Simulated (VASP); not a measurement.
Here is a VASP 6.6.1 calculation.

POSCAR

```
Cd
1.0
    3.0669116111      0.0000000000      0.0000000000
   -1.5334558055      2.6560233664      0.0000000000
    0.0000000000      0.0000000000      9.7619033897
Cd
4
Direct
    1.0000000000      0.0000000000      0.0000000000
    1.0000000000      1.0000000000      0.5000000000
    0.3333333333      0.6666666667      0.2500000000
    0.6666666667      0.3333333333      0.7500000000
```

Contents of INCAR.step1:

```
PREC = Accurate ; ENCUT = 520
ISMEAR = -1 ; SIGMA = 0.1
LREAL = F ; LASPH = T
NELM = 60 ; NBANDS = 32
GGA = PE ; ALGO = Normal
EDIFF = 1E-4 ; LWAVE = T
LCHARG = F
```

The input INCAR.step2:

```
PREC = Accurate ; ENCUT = 520
EDIFF = 1E-7 ; ISMEAR = -1
SIGMA = 0.1 ; LREAL = F
LASPH = T ; NELM = 60
ALGO = Normal ; ISIF = 2
LWAVE = F ; LCHARG = F
METAGGA = R2SCAN ; LMIXTAU = T
NBANDS = 32 ; ISTART = 1
```

File KPOINTS:

```
Automatic mesh
0
Gamma
  13 13 4
```

Potentials or basis: VASP PAW PBE potentials, release 64 (Cd).

The run is started by

```sh
$ cat potpaw_PBE.64/Cd/POTCAR > POTCAR
$ cp INCAR.step1 INCAR
$ mpirun -np 1 vasp_std > vasp.out
$ cp INCAR.step2 INCAR
$ mpirun -np 1 vasp_std > vasp.out
```

**Question.** Estimate the pressure.

**Answer.** 6.3 GPa.

**Question.** Predict the band gap on the k mesh.

**Answer.** Zero (bands 24 and 25 overlap by 2.82 eV).

Stress tensor (GPa, compression positive):
```
6.15 0.00 0.00
0.00 6.15 0.00
0.00 0.00 6.50
```

Caveat: the cell stands under pressure; the PAW data sets were made with another functional, which shifts forces and pressure a little.
